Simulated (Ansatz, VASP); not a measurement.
## BiTe: VASP beside Ansatz

```xyz
2
Lattice="2.4227 1.3988 3.3173 -2.4227 1.3988 3.3173 0.0000 -2.7975 3.3173" Properties=species:S:1:pos:R:3 pbc="T T T"
Bi    0.0000    0.0000    4.9759
Te    0.0000    0.0000    0.0000
```

Alike in both runs: functional PBEsol-based screened hybrid; k mesh 4 × 4 × 4; occupations fermi-dirac, width 0.05 eV; no spin polarisation.

|  | VASP | Ansatz |
| --- | --- | --- |
| version | VASP 6.6.1 | Ansatz 0.2.0 |
| potentials or method | VASP PAW PBE potentials, release 64 (Bi_d, Te) | Ansatz PAW |
| plane-wave cutoff (eV) | 520 | 420 |
| valence electrons in the cell | 21 | 31 |
| task | single point | band structure |

```tsv
	VASP	Ansatz	Ansatz less VASP
gap on the k mesh at the Fermi level (eV)	none	none	-
pressure (GPa)	-3.5	-3.3	+0.17
traceless stress, the component that is largest in VASP (GPa)	0.53	0.46	-0.065
```

VASP's potentials were made for PBE, not for PBEsol-based screened hybrid. A gap of «none» marks a metal or a gap that the smearing closes. The functional is the same, so the differences come from potentials, cutoffs and numerics. VASP's potentials hold 21 valence electrons a cell and Ansatz's 31, so a difference there can come from the potentials and not from the codes.

The k mesh is coarse, so the values compare programs but aren't converged. Spin-orbit coupling is off throughout.
